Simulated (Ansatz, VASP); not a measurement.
## TeW: VASP beside Ansatz

```
CELL_PARAMETERS angstrom
3.35390 0.00000 0.00000
0.00000 3.35390 0.00000
0.00000 0.00000 3.30015
ATOMIC_POSITIONS crystal
Te 0.50000 0.50000 0.50000
W 0.00000 0.00000 0.00000
```

Alike in both runs: functional PBE; k mesh 6 × 6 × 4; occupations gaussian, width 0.1 eV; no spin polarisation.

Ansatz relaxed the structure, and its values are those at the end. VASP's run is a single point on that final structure, the one shown.

```csv
,VASP,Ansatz
version,VASP 6.6.1,Ansatz 0.2.0
potentials or method,"VASP PAW PBE potentials, release 64 (Te, W_sv), cutoff 500 eV","scalar-relativistic, plane waves, PAW"
valence electrons in the cell,20,30
```

|  | VASP | Ansatz | Ansatz less VASP |
| --- | --- | --- | --- |
| gap on the k mesh at the Fermi level (eV) | none | none | - |
| pressure (GPa) | 0.2 | 0.1 | -0.02 |

A gap of «none» marks a metal or a gap that the smearing closes. VASP's potentials hold 20 valence electrons a cell and Ansatz's 30, so a difference there can come from the potentials and not from the codes.

The k mesh is coarse, so the values compare programs but aren't converged. Spin-orbit coupling is off throughout.
